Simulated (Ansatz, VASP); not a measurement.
Ag: VASP beside Ansatz

```
Ag
1.0
     0.00000    2.81409    2.81409
     2.81409    0.00000    2.81409
     2.81409    2.81409    0.00000
Ag
2
Direct
  0.83000 0.89000 0.89000
  0.17000 0.11000 0.11000
```

Change from the starting cell: shortest bond scaled by 0.88, LAPW.

Alike in both runs: task single point; functional PBEsol; k mesh 9 × 9 × 9; occupations fermi-dirac, width 0.05 eV; no spin polarisation.

|  | VASP | Ansatz |
| --- | --- | --- |
| version | VASP 6.6.1 | Ansatz 0.2.0 |
| potentials or method | VASP PAW PBE potentials, release 64 (Ag), cutoff 520 eV | all-electron LAPW, scalar-relativistic |

|  | VASP | Ansatz | Ansatz less VASP |
| --- | --- | --- | --- |
| pressure (GPa) | 22.4 | 23.4 | +0.92 |
| traceless stress, the component that is largest in VASP (GPa) | -17.99 | -18.71 | -0.719 |
| rms of the force components (eV/Å) | 3.789 | 3.942 | +0.1526 |

VASP's potentials were made for PBE, not for PBEsol. Atom by atom the forces differ by 0.153 eV/Å (rms over components). Ansatz ran all-electron here, and VASP with PAW potentials.
